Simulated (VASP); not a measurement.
# VSi (WC type) (P-6m2) in VASP: notebook, part 2 of 2

VASP 6.6.1. The steps go on from the part before.

### Step 3. Relaxation of cell and atoms, LDA, target pressure 79 GPa, at which the enthalpy is minimised

This run uses another cell than the first one, of 10.30 Å³/atom.

INCAR

```
SYSTEM = VSi
PREC = Accurate
ENCUT = 600
EDIFF = 1E-6
ISMEAR = -1
SIGMA = 0.1
LREAL = .FALSE.
LASPH = .TRUE.
NELM = 100
ALGO = Normal
ISIF = 3
LWAVE = .FALSE.
LCHARG = .FALSE.
IBRION = 2
NSW = 60
EDIFFG = -0.005
PSTRESS = 790.0
```

KPOINTS

```
Automatic mesh
0
G
  15 15 13
  0 0 0
```

POSCAR

```
VSi
1.0
    2.8951575713      0.0000000000      0.0000000000
   -1.4475787857      2.5072800047      0.0000000000
    0.0000000000      0.0000000000      2.8372544199
V Si
1 1
Direct
    0.0000000000      0.0000000000      0.0000000000
    0.3333333333      0.6666666667      0.5000000000
```

Potentials or basis: VASP PAW LDA potentials, release 64 (V_sv, Si).

On the command line:

```
$ cat potpaw_LDA.64/V_sv/POTCAR potpaw_LDA.64/Si/POTCAR > POTCAR
$ mpirun -np 1 vasp_std > vasp.out
```

OUTCAR:

```text
SYSTEM = VSi
   PREC = Accurate
   ENCUT = 600
   EDIFF = 1E-6
   ISMEAR = -1
   LREAL = .FALSE.
   LASPH = .TRUE.
   NELM = 100
   ISIF = 3
   IBRION = 2
   NSW = 60
   EDIFFG = -0.005
   PSTRESS = 790.0

 ion  position               nearest neighbor table
   1  0.000  0.000  0.000-   2 2.19   2 2.19   2 2.19   2 2.19   2 2.19   2 2.19
   2  0.333  0.667  0.500-   1 2.19   1 2.19   1 2.19   1 2.19   1 2.19   1 2.19

  LATTYP: Found a hexagonal cell.
 ALAT       =     2.8951575713
 C/A-ratio  =     0.9800000000

  Lattice vectors:

 A1 = (   2.8951575713,   0.0000000000,   0.0000000000)
 A2 = (  -1.4475787857,   2.5072800047,   0.0000000000)
 A3 = (   0.0000000000,   0.0000000000,   2.8372544199)

Analysis of symmetry for initial positions (statically):
=====================================================================
 Subroutine PRICEL returns:
 Original cell was already a primitive cell.

 Routine SETGRP: Setting up the symmetry group for a
 hexagonal supercell.

 Subroutine GETGRP returns: Found 12 space group operations
 (whereof 12 operations were pure point group operations)
 out of a pool of 24 trial point group operations.

The static configuration has the point symmetry D_3h.

Analysis of symmetry for dynamics (positions and initial velocities):
=====================================================================
 Subroutine PRICEL returns:
 Original cell was already a primitive cell.

 Routine SETGRP: Setting up the symmetry group for a
 hexagonal supercell.

 Subroutine GETGRP returns: Found 12 space group operations
 (whereof 12 operations were pure point group operations)
 out of a pool of 24 trial point group operations.

The dynamic configuration has the point symmetry D_3h.

 Subroutine INISYM returns: Found 12 space group operations
 (whereof 12 operations are pure point group operations),
 and found     1 'primitive' translations

----------------------------------------------------------------------------------------

                                     Primitive cell

  volume of cell :      20.5955

  direct lattice vectors                    reciprocal lattice vectors
     2.895157571  0.000000000  0.000000000     0.345404343  0.199419291  0.000000000
    -1.447578786  2.507280005  0.000000000     0.000000000  0.398838581  0.000000000
     0.000000000  0.000000000  2.837254420     0.000000000  0.000000000  0.352453412

  length of vectors
     2.895157571  2.895157571  2.837254420     0.398838581  0.398838581  0.352453412

  position of ions in fractional coordinates (direct lattice)
     0.000000000  0.000000000  0.000000000
     0.333333333  0.666666667  0.500000000

  ion indices of the primitive-cell ions
   primitive index   ion index
                 1           1
                 2           2

----------------------------------------------------------------------------------------

 KPOINTS: Automatic mesh

Automatic generation of k-mesh.
 Grid dimensions read from file:
 generate k-points for:   15   15   13

 Generating k-lattice:

  Cartesian coordinates                     Fractional coordinates (reciprocal lattice)
     0.023026956  0.013294619  0.000000000     0.066666667  0.000000000  0.000000000
     0.000000000  0.026589239  0.000000000     0.000000000  0.066666667  0.000000000
     0.000000000  0.000000000  0.027111801     0.000000000  0.000000000  0.076923077
[... 61 lines left out ...]
   IBRION =      2    ionic relax: 0-MD 1-quasi-New 2-CG
   NFREE  =      1    steps in history (QN), initial steepest desc. (CG)
   ISIF   =      3    stress and relaxation
   ISYM   =      2    0-nonsym 1-usesym 2-fastsym
   POTIM  = 0.5000    time-step for ionic-motion
   TEBEG  =    0.0;   TEEND  =   0.0 temperature during run
   PSTRESS=  790.0 pullay stress
   NELECT =      17.0000    total number of electrons
   NUPDOWN=      -1.0000    fix difference up-down
   EMIN   =  10.00;   EMAX   =-10.00  energy-range for DOS
   EFERMI =   0.00;   METHOD = LEGACY
   ISMEAR =    -1;   SIGMA  =   0.10  broadening in eV -4-tet -1-fermi 0-gaus
   EFERMI_NEDOS =   21; number of points for ismear=-14 and -15
   IALGO  =     38    algorithm
   IMIX   =      4    mixing-type and parameters
     AMIX     =   0.40;   BMIX     =  1.00
     AMIX_MAG =   1.60;   BMIX_MAG =  1.00
  volume/ion in A,a.u.               =      10.30        69.49
  Fermi-wavevector in a.u.,A,eV,Ry     =   1.535678  2.902010 32.086694  2.358305
  Thomas-Fermi vector in A             =   2.642433
   LORBIT       =      0    0 simple, 1 ext, 2 COOP (PROOUT), +10 PAW based schemes
   GGA     = CA    functional components
   LHFCALC =     F    Hartree Fock is set to
   AEXX    =    0.0000 exact exchange contribution
   IVDW    =     0    specifies the selected vdW correction
   LEPSILON=     F    determine dielectric tensor
   LRPA    =     F    only Hartree local field effects (RPA)
 conjugate gradient relaxation of ions
 non-spin polarized calculation
  energy-cutoff  :      600.00
  volume of cell :       20.60
 maximum number of plane-waves:       701
 NGX is ok and might be reduce to    24
   NGX = 11   NGY = 11   NGZ = 11

--------------------------------------- Ionic step        1  -------------------------------------------

 number of electron      17.0000001 magnetization

 Free energy of the ion-electron system (eV)
  ---------------------------------------------------
  ext. energy  EPLUGINS =         0.00000000
  ---------------------------------------------------
  free energy    TOTEN  =       -14.57374103 eV

  energy without entropy =      -14.51489000  energy(sigma->0) =      -14.54431551

------------------------ aborting loop because EDIFF is reached ----------------------------------------

  FORCE on cell =-STRESS in cart. coord.  units (eV):
  Direction    XX          YY          ZZ          XY          YZ          ZX
  --------------------------------------------------------------------------------------
  -------------------------------------------------------------------------------------
  Total        8.7979750      8.7979750     16.6746487     -0.0000000      0.0000000     -0.0000000
  in kB      684.4157279    684.4157279   1297.1612026     -0.0000000      0.0000000     -0.0000000
  external PRESSURE =      98.6642195 kB  Pullay stress =     790.0000000 kB
[... 97 lines left out ...]
  energy  without entropy=      -16.1793333356  energy(sigma->0) =      -16.20014458

  enthalpy is  TOTEN    =        -5.0925233037 eV   P V=       11.1284325207

[... ionic steps 4 to 18 ...]

--------------------------------------- Ionic step       19  -------------------------------------------

 number of electron      16.9999993 magnetization

------------------------ aborting loop because EDIFF is reached ----------------------------------------
[... 71 lines left out ...]
--------------------------------------- Ionic step       21  -------------------------------------------

 number of electron      16.9999993 magnetization

 Free energy of the ion-electron system (eV)
  ---------------------------------------------------
  ext. energy  EPLUGINS =         0.00000000
  ---------------------------------------------------
  free energy    TOTEN  =       -15.61005311 eV

  energy without entropy =      -15.56794999  energy(sigma->0) =      -15.58900155

 E-fermi :  15.1172     XC(G=0): -13.9938

 val. band max:       15.1101309141   @ k =   0.0667   0.0000   0.3846
 cond. band min:      15.1177744470   @ k =   0.4667   0.0667   0.4615
 fundamental gap:      0.0076435329
 Fermi energy:        15.1172219195

 k-point     1 :       0.0000    0.0000    0.0000
  band No.  band energies     occupation
      1     -47.9891      2.00000
      2     -22.5572      2.00000
      3     -21.4231      2.00000
      4     -21.4231      2.00000
      5       0.3446      2.00000
      6      10.9992      2.00000
      7      11.6866      2.00000
      8      15.2205      0.52520
      9      15.2205      0.52520
     10      17.3253      0.00000
     11      17.3253      0.00000
     12      20.9228      0.00000
[... 331 lines left out ...]
 k-point    24 :       0.4000    0.2000    0.0000
  band No.  band energies     occupation
      1     -47.6406      2.00000
      2     -22.7308      2.00000
      3     -22.2461      2.00000
      4     -22.0902      2.00000
      5       7.8870      2.00000
      6       9.1964      2.00000
      7      11.0990      2.00000
      8      11.7562      2.00000
      9      14.0171      1.99997
     10      16.9507      0.00000
     11      18.1790      0.00000
     12      20.0331      0.00000

 [... further k-points ...]

------------------------ aborting loop because EDIFF is reached ----------------------------------------

  FORCE on cell =-STRESS in cart. coord.  units (eV):
  Direction    XX          YY          ZZ          XY          YZ          ZX
  --------------------------------------------------------------------------------------
  -------------------------------------------------------------------------------------
  Total        9.6635359      9.6635359      9.6702011     -0.0000000      0.0000000      0.0000000
  in kB      790.2366405    790.2366405    790.7816814     -0.0000001      0.0000000      0.0000000
  external PRESSURE =       0.4183208 kB  Pullay stress =     790.0000000 kB
[... 21 lines left out ...]
  energy  without entropy=      -15.5679499891  energy(sigma->0) =      -15.58900155

  enthalpy is  TOTEN    =        -5.9494109635 eV   P V=        9.6606421463

 reached required accuracy - stopping structural energy minimisation
```

Run time: 9.6 min. Hardware: 1 thread of Intel Xeon 8259CL, shared host; peak memory 0.19 GiB.

What came out:

- Free energy: -15.6101 eV
- Relaxed volume: 9.80 Å³/atom
- Relaxed cell: a = 2.470 Å, b = 2.470 Å, c = 3.708 Å, α = 90.00°, β = 90.00°, γ = 120.00°
- Space group after relaxing (to 0.1 Å): P-6m2 (No. 187)
- Energy change on relaxing (the run minimises the enthalpy): -518.2 meV/atom
- Ionic steps: 21
- Pressure after relaxing: 79.0 GPa
- Band gap on the k mesh: zero (an odd number of electrons rules out a gap without spin polarisation)

The path:
| step | energy change (eV) | largest force (eV/Å) | pressure (GPa) | volume (Å³) |
| --- | --- | --- | --- | --- |
| 1 | 0.0000 | 0.0000 | 88.87 | 20.60 |
| 2 | -1.4836 | 0.0000 | 42.17 | 22.30 |
| 3 | -1.6472 | 0.0000 | 36.27 | 22.57 |
| 4 | -1.7068 | 0.0000 | 39.62 | 22.07 |
| 5 | -1.2953 | 0.0000 | 61.36 | 20.27 |
| 6 | -1.4741 | 0.0000 | 55.21 | 20.65 |
| 7 | -1.4247 | 0.0000 | 57.03 | 20.53 |
| 8 | -1.2103 | 0.0000 | 70.38 | 19.97 |
| 9 | -1.1141 | 0.0000 | 75.83 | 19.76 |
| 10 | -1.1065 | 0.0000 | 76.28 | 19.74 |
| 11 | -1.0867 | 0.0000 | 77.05 | 19.70 |
| 12 | -1.0356 | 0.0000 | 79.13 | 19.59 |
| 13 | -1.0325 | 0.0000 | 79.21 | 19.58 |
| 14 | -1.0309 | 0.0000 | 79.33 | 19.58 |
| 15 | -1.0363 | 0.0000 | 78.97 | 19.59 |
| 16 | -1.0349 | 0.0000 | 79.07 | 19.59 |
| 17 | -1.0359 | 0.0000 | 79.10 | 19.59 |
| 18 | -1.0388 | 0.0000 | 78.92 | 19.60 |
| 19 | -1.0377 | 0.0000 | 78.87 | 19.60 |
| 20 | -1.0368 | 0.0000 | 78.93 | 19.59 |
| 21 | -1.0363 | 0.0000 | 79.04 | 19.59 |

Final structure:
```
CELL_PARAMETERS angstrom
2.47019 0.00000 0.00000
-1.23510 2.13925 0.00000
0.00000 0.00000 3.70763
ATOMIC_POSITIONS crystal
V 0.00000 0.00000 0.00000
Si 0.33333 0.66667 0.50000
```

Caveat: the cell is relaxed towards a set pressure, so the run minimises the enthalpy, not the energy; a cell axis changed by over 15 % at a fixed basis, so the end point is rough; an odd number of electrons without spin polarisation forces a metal; a magnetic or distorted state may lie lower.
